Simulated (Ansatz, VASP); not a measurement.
**One calculation of Hf, two programs**

```xyz
2
Lattice="3.1712 0.0000 0.0000 -1.5856 2.7463 0.0000 0.0000 0.0000 5.0168" Properties=species:S:1:pos:R:3 pbc="T T T"
Hf    0.0000    1.8309    1.2542
Hf    1.5856    0.9154    3.7626
```

Alike in both runs: functional PBE; dispersion D3(BJ); k mesh 15 × 15 × 8; occupations gaussian, width 0.1 eV; no spin polarisation.

Ansatz relaxed the structure, and its values are those at the end. VASP's run is a single point on that final structure, the one shown.

|  | VASP | Ansatz |
| --- | --- | --- |
| version | VASP 6.6.1 | Ansatz 0.2.0 |
| potentials or method | VASP PAW PBE potentials, release 64 (Hf_pv), cutoff 520 eV | scalar-relativistic, plane waves, PAW |
| valence electrons in the cell | 20 | 52 |

Ansatz gave:

```
gap on the k mesh at the Fermi level (eV) : none
pressure (GPa)                            : 0.0
```

Question: Which values does VASP return?

Answer: gap on the k mesh at the Fermi level (eV): none; pressure (GPa): -0.4.

A gap of «none» marks a metal or a gap that the smearing closes. VASP's potentials hold 20 valence electrons a cell and Ansatz's 52, so a difference there can come from the potentials and not from the codes.

Spin-orbit coupling is off throughout.
